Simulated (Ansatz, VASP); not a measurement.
Two plane-wave programs on MgF2

Contents of POSCAR:

```
MgF2
1.0
    4.6220159946      0.0000000000      0.0000000000
    0.0000000000      4.6220159946      0.0000000000
    0.0000000000      0.0000000000      3.0461117595
Mg F
2 4
Direct
    0.0000000000      0.0000000000      0.0000000000
    0.5000000000      0.5000000000      0.5000000000
    0.3029505751      0.3029505751      0.0000000000
    0.1970494249      0.8029505751      0.5000000000
    0.8029505751      0.1970494249      0.5000000000
    0.6970494249      0.6970494249      0.0000000000
```

Contents of INCAR.step1:

```
SYSTEM = MgF2
PREC = Accurate ; ENCUT = 660
ISMEAR = 0 ; SIGMA = 0.01
LREAL = .FALSE. ; LASPH = .TRUE.
NELM = 120 ; NBANDS = 25
GGA = PE ; ALGO = Normal
EDIFF = 1E-5 ; LWAVE = .TRUE.
LCHARG = .FALSE. ; GGA_COMPAT = .FALSE.
```

The input INCAR.step2:

```
SYSTEM = MgF2
PREC = Accurate ; ENCUT = 660
EDIFF = 1E-6 ; ISMEAR = 0
SIGMA = 0.01 ; LREAL = .FALSE.
LASPH = .TRUE. ; NELM = 120
ALGO = Normal ; ISIF = 2
LWAVE = .FALSE. ; LCHARG = .TRUE.
METAGGA = R2SCAN ; LMIXTAU = .TRUE.
LELF = .TRUE. ; LVHAR = .TRUE.
NBANDS = 25 ; ISTART = 1
GGA_COMPAT = .FALSE.
```

File KPOINTS:

```
regular mesh
0
G
  6 6 8
  0 0 0
```

Input for Ansatz:

```yaml
crystal:
  lattice:
    - [4.6220159946, 0.0, 0.0]
    - [0.0, 4.6220159946, 0.0]
    - [0.0, 0.0, 3.0461117595]
  atoms:
    - { symbol: Mg, position: [0.0, 0.0, 0.0] }
    - { symbol: Mg, position: [0.5, 0.5, 0.5] }
    - { symbol: F, position: [0.3029505751, 0.3029505751, 0.0] }
    - { symbol: F, position: [0.1970494249, 0.8029505751, 0.5] }
    - { symbol: F, position: [0.8029505751, 0.1970494249, 0.5] }
    - { symbol: F, position: [0.6970494249, 0.6970494249, 0.0] }
kpoints:
  mp_grid: { grid: [6, 6, 8] }
  band_path:
    path:
      - [0.0, 0.0, 0.0]
      - [0.0, 0.5, 0.0]
      - [0.5, 0.5, 0.0]
      - [0.0, 0.0, 0.5]
      - [0.0, 0.5, 0.5]
      - [0.5, 0.5, 0.5]
    npoints: 1
hamiltonian:
  xc: r2scan
scf:
  occupations: { method: fixed }
  n_extra_bands: 5
output:
  forces: true
  stress: true
  eigenvalues: true
```

Alike in both runs: task single point; functional r2SCAN; k mesh 6 × 6 × 8; no spin polarisation.

|  | VASP | Ansatz |
| --- | --- | --- |
| version | VASP 6.6.1 | Ansatz 0.2.0 |
| potentials or method | VASP PAW PBE potentials, release 64 (Mg, F) | plane waves, PAW |
| plane-wave cutoff (eV) | 660 | 500 |
| occupations | gaussian, width 0.01 eV | fixed |
| valence electrons in the cell | 32 | 48 |

|  | VASP | Ansatz | Ansatz less VASP |
| --- | --- | --- | --- |
| gap on the k mesh at the Fermi level (eV) | 8.03 | 8.07 | +0.037 |
| pressure (GPa) | -1.5 | 0.0 | +1.46 |
| traceless stress, the component that is largest in VASP (GPa) | -0.09 | 0.00 | +0.092 |
| rms of the force components (eV/Å) | 0.003 | 0.000 | -0.0032 |

VASP's potentials were made for PBE, not for r2SCAN. Atom by atom the forces differ by 0.003 eV/Å (rms over components). VASP's potentials hold 32 valence electrons a cell and Ansatz's 48, so a difference there can come from the potentials and not from the codes.
